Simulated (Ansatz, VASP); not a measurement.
**KI: VASP beside Ansatz**

File INCAR:

```
  PREC = Accurate
  ENCUT = 520
  EDIFF = 1E-7
  ISMEAR = 0
  SIGMA = 0.05
  LREAL = False
  LASPH = True
  NELM = 60
  ALGO = Normal
  ISIF = 2
  LWAVE = False
  LCHARG = True
  GGA = PE
  LELF = True
  LVHAR = True
  NBANDS = 15
```

The input KPOINTS:

```
Automatic mesh
0
Gamma
  6 6 6
```

Contents of POSCAR:

```
KI
1.0
    0.0000000000      3.4915442646      3.5873258652
    3.4915442646      0.0000000000      3.5873258652
    3.4915442646      3.4915442646      0.0000000000
K I
1 1
Direct
   -0.0177848354     -0.0177848354      0.0177848354
    0.5054793722      0.5054793722      0.4945206278
```

Input for Ansatz:

```yaml
crystal:
  lattice:
    - [0.0, 3.4915442646, 3.5873258652]
    - [3.4915442646, 0.0, 3.5873258652]
    - [3.4915442646, 3.4915442646, 0.0]
  atoms:
    - { symbol: K, position: [-0.0177848354, -0.0177848354, 0.0177848354] }
    - { symbol: I, position: [0.5054793722, 0.5054793722, 0.4945206278] }
basis:
  ecutwfc: 420
kpoints:
  mp_grid: { grid: [6, 6, 6] }
hamiltonian:
  xc: pbe
scf:
  occupations: { method: gaussian, width: 0.05 }
output:
  forces: true
  stress: true
  eigenvalues: true
```

Change from the starting cell: mode 6 frozen in at -0.128 Å, equal normal strain along x and y -0.0267.

Alike in both runs: task single point; functional PBE; k mesh 6 × 6 × 6; occupations gaussian, width 0.05 eV; no spin polarisation.

|  | VASP | Ansatz |
| --- | --- | --- |
| version | VASP 6.6.1 | Ansatz 0.2.0 |
| potentials or method | VASP PAW PBE potentials, release 64 (K_sv, I), cutoff 520 eV | scalar-relativistic, plane waves, PAW |
| valence electrons in the cell | 16 | 26 |

|  | VASP | Ansatz | Ansatz less VASP |
| --- | --- | --- | --- |
| gap on the k mesh at the Fermi level (eV) | 3.99 | 3.99 | +0.004 |
| least direct gap on the mesh (eV) | 3.99 | 3.99 | +0.004 |
| pressure (GPa) | 0.8 | 0.8 | -0.03 |
| traceless stress, the component that is largest in VASP (GPa) | -0.23 | -0.22 | +0.003 |
| rms of the force components (eV/Å) | 0.085 | 0.084 | -0.0009 |

Atom by atom the forces differ by 0.001 eV/Å (rms over components). VASP's potentials hold 16 valence electrons a cell and Ansatz's 26, so a difference there can come from the potentials and not from the codes.

Spin-orbit coupling is off throughout.
